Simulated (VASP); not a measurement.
**SiC: single point with PBE**

The system is SiC.

```xyz
2
Lattice="0.0000 2.2994 2.0804 2.2994 0.0000 2.0804 2.2994 2.2994 0.0000" Properties=species:S:1:pos:R:3 pbc="T T T"
Si    0.0000    0.0000    0.0000
C     3.4490    3.4490    3.1206
```

This cell differs from its parent crystal: strain +0.050 along x and y, -0.050 along z.

* Program: VASP 6.6.1
* Task: single point
* Functional: PBE
* Potentials or basis: VASP PAW PBE potentials, release 64 (Si, C)
* Cutoff: 520 eV
* k mesh: 10 × 10 × 10
* Occupations: gaussian, width 0.05 eV
* Spin: no spin polarisation
* Dipole correction: no
* Further INCAR settings: ALGO = Normal; EDIFF = 1e-07; NBANDS = 11

The pressure is -9.6 GPa. The band gap on the k mesh is 0.51 eV, indirect (least direct gap 4.37 eV).

Stress tensor (GPa, compression positive):
```
-16.59   0.00   0.00
  0.00 -16.59   0.00
  0.00   0.00   4.26
```

Levels at points of the mesh, in eV from the valence-band top:
| k point | band 1 | band 2 | band 3 | band 4 | band 5 | band 6 | band 7 | band 8 | band 9 |
| --- | --- | --- | --- | --- | --- | --- | --- | --- | --- |
| (0.00, 0.00, 0.00) | -15.34 | -0.57 | -0.57 | 0.00 | 5.06 | 6.32 | 6.64 | 6.64 | 12.34 |
| (0.50, 0.00, 0.00) | -11.96 | -8.60 | -1.96 | -0.93 | 4.00 | 5.92 | 7.77 | 9.45 | 14.37 |
| (0.50, 0.50, 0.00) | -10.12 | -7.20 | -4.11 | -4.11 | 0.51 | 2.59 | 12.66 | 12.66 | 14.45 |
| (0.50, 0.00, 0.50) | -10.82 | -8.39 | -3.15 | -3.01 | 1.36 | 4.30 | 11.59 | 12.83 | 14.15 |

Run time: 7.7 s on 1 thread of Intel(R) Xeon(R) 6975P-C (Granite Rapids) (shared host), peak memory 0.14 GiB.

Caveat: the cell differs from its parent crystal (strain +0.050 along x and y, -0.050 along z). A k mesh can miss the band edges.
